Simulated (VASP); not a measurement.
# KTaO3: single point with r2SCAN

Crystal: KTaO3.

```
CELL_PARAMETERS angstrom
3.93440 0.00000 0.00000
0.00000 3.93440 0.00000
0.00000 0.00000 3.93440
ATOMIC_POSITIONS crystal
Ta 0.00000 0.00000 0.00000
K 0.50000 0.50000 0.50000
O 0.00000 0.00000 0.50000
O 0.00000 0.50000 0.00000
O 0.50000 0.00000 0.00000
```

```yaml
Program: VASP 6.6.1
Task: single point
Functional: r2SCAN
Potentials_or_basis: VASP PAW PBE potentials, release 64 (Ta_pv, K_sv, O)
Cutoff: 520 eV
k_mesh: 7 × 7 × 7
Occupations: fermi-dirac, width 0.05 eV
Spin: no spin polarisation
Dipole_correction: no
Further_INCAR_settings: ALGO = Normal; EDIFF = 1e-07; NBANDS = 27
```

The pressure is 10.8 GPa. The band gap on the k mesh is 2.77 eV, indirect (least direct gap 3.33 eV).

Levels at points of the mesh, in eV from the valence-band top:
```tsv
k point	band 16	band 17	band 18	band 19	band 20	band 21	band 22	band 23
(0.00, 0.00, 0.00)	-1.10	-0.57	-0.57	-0.57	2.77	2.77	2.77	7.64
```

It took 91 s on 1 thread of AMD EPYC 9R14 (Zen 4) (shared host), peak memory 0.16 GiB.

Caveat: the PAW data sets were made with another functional, which shifts forces and pressure a little; spin-orbit coupling is left out, which moves the levels of the heavy elements. A k mesh can miss the band edges.
